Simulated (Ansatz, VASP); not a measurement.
**BP: VASP beside Ansatz**

File POSCAR:

```
BP
1.0
    0.0000000000      2.2690000000      2.2690000000
    2.2690000000      0.0000000000      2.2690000000
    2.2690000000      2.2690000000      0.0000000000
B P
1 1
Direct
    0.0000000000      0.0000000000      0.0000000000
    0.2500000000      0.2500000000      0.2500000000
```

File INCAR.step1:

```
SYSTEM = BP
PREC = Accurate
ENCUT = 520
ISMEAR = 0
SIGMA = 0.05
LREAL = .FALSE.
LASPH = .TRUE.
NELM = 60
NBANDS = 11
GGA = PE
ALGO = Normal
EDIFF = 1E-4
LWAVE = .TRUE.
LCHARG = .FALSE.
```

File INCAR.step2:

```
SYSTEM = BP
PREC = Accurate
ENCUT = 520
EDIFF = 1E-6
ISMEAR = 0
SIGMA = 0.05
LREAL = .FALSE.
LASPH = .TRUE.
NELM = 60
ALGO = Normal
ISIF = 2
LWAVE = .FALSE.
LCHARG = .TRUE.
METAGGA = R2SCAN
LMIXTAU = .TRUE.
LELF = .TRUE.
LVHAR = .TRUE.
NBANDS = 11
ISTART = 1
```

File KPOINTS:

```
Automatic mesh
0
G
  12 12 12
  0 0 0
```

Input for Ansatz:

```yaml
crystal:
  lattice:
    - [0.0, 2.269, 2.269]
    - [2.269, 0.0, 2.269]
    - [2.269, 2.269, 0.0]
  atoms:
    - { symbol: B, position: [0.0, 0.0, 0.0] }
    - { symbol: P, position: [0.25, 0.25, 0.25] }
basis:
  ecutwfc: 500
  fft_grid_basis: typed
kpoints:
  mp_grid: { grid: [12, 12, 12] }
hamiltonian:
  xc: r2scan
  pseudopotentials: { kind: paw }
scf:
  occupations: { method: gaussian, width: 0.05 }
output:
  forces: true
  stress: true
  eigenvalues: true
  bader: true
  write_density: true
  volumetric_format: npy
  elf: true
```

Alike in both runs: task single point; functional r2SCAN; k mesh 12 × 12 × 12; occupations gaussian, width 0.05 eV; no spin polarisation.

```csv
,VASP,Ansatz
version,VASP 6.6.1,Ansatz 0.2.0
potentials or method,"VASP PAW PBE potentials, release 64 (B, P), cutoff 520 eV","scalar-relativistic, plane waves, PAW"
valence electrons in the cell,8,8
```

Ansatz gave:

| Property | Result |
| --- | --- |
| gap on the k mesh at the Fermi level (eV) | 1.41 |
| pressure (GPa) | -0.2 |

Question: What did VASP give for the same quantities?

Answer: gap on the k mesh at the Fermi level (eV): 1.44; pressure (GPa): -0.7.

VASP's potentials were made for PBE, not for r2SCAN.
